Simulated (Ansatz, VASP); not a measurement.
# One calculation of Al2O3, two programs

```xyz
5
Lattice="2.8959 0.0000 0.0000 -1.4480 2.5079 0.0000 0.0000 0.0000 7.5151" Properties=species:S:1:pos:R:3 pbc="T T T"
Al    0.0000    0.0000    1.4334
Al    0.0000    0.0000    6.0817
O     0.0000    1.6719    2.1350
O     1.4480    0.8360    0.0000
O     0.0000    1.6719    5.3801
```

Alike in both runs: task single point; functional PBE; dispersion D3(BJ); k mesh 9 × 9 × 4; occupations gaussian, width 0.05 eV; no spin polarisation.

```csv
,VASP,Ansatz
version,VASP 6.6.1,Ansatz 0.2.0
potentials or method,"VASP PAW PBE potentials, release 64 (Al, O), cutoff 520 eV","scalar-relativistic, plane waves, PAW"
valence electrons in the cell,24,24
```

|  | VASP | Ansatz | Ansatz less VASP |
| --- | --- | --- | --- |
| gap on the k mesh at the Fermi level (eV) | 4.31 | 4.34 | +0.022 |
| least direct gap on the mesh (eV) | 4.42 | 4.44 | +0.020 |
| pressure (GPa) | -7.3 | -7.3 | 0.00 |
| traceless stress, the component that is largest in VASP (GPa) | -1.52 | -1.28 | +0.234 |
| rms of the force components (eV/Å) | 0.221 | 0.213 | -0.0086 |

Atom by atom the forces differ by 0.017 eV/Å (rms over components).
